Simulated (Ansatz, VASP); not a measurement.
# PbS in VASP and in Ansatz

File INCAR:

```
SYSTEM = PbS
PREC     = Accurate       ! precision mode
ENCUT    = 520            ! plane-wave cutoff, eV
EDIFF    = 1E-6           ! SCF threshold, eV
ISMEAR   = 0              ! smearing method
SIGMA    = 0.03           ! smearing width, eV
LREAL    = .FALSE.        ! projectors in reciprocal space
LASPH    = .TRUE.         ! aspherical terms in the spheres
NELM     = 60             ! most SCF steps
ALGO     = Normal         ! electronic algorithm
ISIF     = 2              ! what is computed and relaxed
LWAVE    = .FALSE.        ! write WAVECAR
LCHARG   = .FALSE.        ! write CHGCAR
GGA      = PE             ! functional
NBANDS   = 17             ! bands
```

File KPOINTS:

```
regular mesh
0
G
  10 10 10
  0 0 0
```

The input POSCAR:

```
PbS
1.0
    0.0000000000      2.9650000000      2.9650000000
    2.9650000000      0.0000000000      2.9650000000
    2.9650000000      2.9650000000      0.0000000000
Pb S
1 1
Direct
    0.0000000000      0.0000000000      0.0000000000
    0.4156829680      0.4156829680      0.5843170320
```

Input for Ansatz:

```yaml
crystal:
  lattice:
    - [0.0, 2.965, 2.965]
    - [2.965, 0.0, 2.965]
    - [2.965, 2.965, 0.0]
  atoms:
    - { symbol: Pb, position: [0.0, 0.0, 0.0] }
    - { symbol: S, position: [0.415682968, 0.415682968, 0.584317032] }
basis:
  ecutwfc: 420
kpoints:
  mp_grid: { grid: [10, 10, 10] }
hamiltonian:
  xc: pbe
scf:
  occupations: { method: gaussian, width: 0.03 }
output:
  forces: true
  stress: true
  eigenvalues: true
```

Change from the starting cell: all S atoms moved -0.500 Å, as atom 2 along Cartesian [0 0 1].

Alike in both runs: task single point; functional PBE; k mesh 10 × 10 × 10; occupations gaussian, width 0.03 eV; no spin polarisation.

|  | VASP | Ansatz |
| --- | --- | --- |
| version | VASP 6.6.1 | Ansatz 0.2.0 |
| potentials or method | VASP PAW PBE potentials, release 64 (Pb_d, S), cutoff 520 eV | scalar-relativistic, plane waves, PAW |
| valence electrons in the cell | 20 | 20 |

Ansatz gave:

```
gap on the k mesh at the Fermi level (eV)                     : 1.50
least direct gap on the mesh (eV)                             : 1.55
pressure (GPa)                                                : 7.0
traceless stress, the component that is largest in VASP (GPa) : 8.52
rms of the force components (eV/Å)                            : 1.046
```

Task: Which values does VASP return?

Result: gap on the k mesh at the Fermi level (eV): 1.50; least direct gap on the mesh (eV): 1.56; pressure (GPa): 7.0; traceless stress, the component that is largest in VASP (GPa): 8.50; rms of the force components (eV/Å): 1.044.

Atom by atom the forces differ by 0.002 eV/Å (rms over components).

Spin-orbit coupling is off throughout.
